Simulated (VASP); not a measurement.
Wanted: the native input for a VASP 6.6.1 run.

- Task: single point
- Functional: r2SCAN
- Potentials or basis: VASP PAW PBE potentials, release 64 (Si)
- Cutoff: 520 eV
- k mesh: 6 × 6 × 6
- Occupations: gaussian, width 0.1 eV
- Spin: no spin polarisation
- Dipole correction: no
- Further INCAR settings: ALGO = Normal; EDIFF = 1e-07; NBANDS = 11

The system is Si.

```xyz
2
Lattice="0.0000 2.7219 2.7219 2.7219 0.0000 2.7219 2.7219 2.7219 0.0000" Properties=species:S:1:pos:R:3 pbc="T T T"
Si    4.0828    4.0828    4.0828
Si    2.7219    2.7219    2.7219
```

The input as run:

POSCAR

```
Si
1.0
    0.0000000000      2.7218511900      2.7218511900
    2.7218511900      0.0000000000      2.7218511900
    2.7218511900      2.7218511900      0.0000000000
Si
2
Direct
    0.7500000000      0.7500000000      0.7500000000
    0.5000000000      0.5000000000      0.5000000000
```

INCAR.step1

```
SYSTEM = Si
  PREC = Accurate
  ENCUT = 520
  ISMEAR = 0
  SIGMA = 0.1
  LREAL = .False.
  LASPH = .True.
  NELM = 80
  NBANDS = 11
  GGA = PE
  ALGO = Normal
  EDIFF = 1E-4
  LWAVE = .True.
  LCHARG = .False.
```

INCAR.step2

```
SYSTEM = Si
  PREC = Accurate
  ENCUT = 520
  EDIFF = 1E-7
  ISMEAR = 0
  SIGMA = 0.1
  LREAL = .False.
  LASPH = .True.
  NELM = 80
  ALGO = Normal
  ISIF = 2
  LWAVE = .False.
  LCHARG = .False.
  METAGGA = R2SCAN
  LMIXTAU = .True.
  NBANDS = 11
  ISTART = 1
```

KPOINTS

```
regular mesh
0
Gamma
  6 6 6
  0 0 0
```

Potentials or basis: VASP PAW PBE potentials, release 64 (Si).

Launch:

```console
$ cat potpaw_PBE.64/Si/POTCAR > POTCAR
$ cp INCAR.step1 INCAR
$ mpirun -np 1 vasp_std > vasp.out
$ cp INCAR.step2 INCAR
$ mpirun -np 1 vasp_std > vasp.out
```

Results of the run:

- Pressure: -0.1 GPa
- Band gap on the k mesh: 0.93 eV, indirect (least direct gap 2.75 eV)

Caveat: the PAW data sets were made with another functional, which shifts forces and pressure a little.

Run time: 32 s on 1 thread of Intel(R) Xeon(R) Platinum 8259CL CPU @ 2.50GHz (Skylake/Cascade Lake) (shared host), peak memory 0.16 GiB.
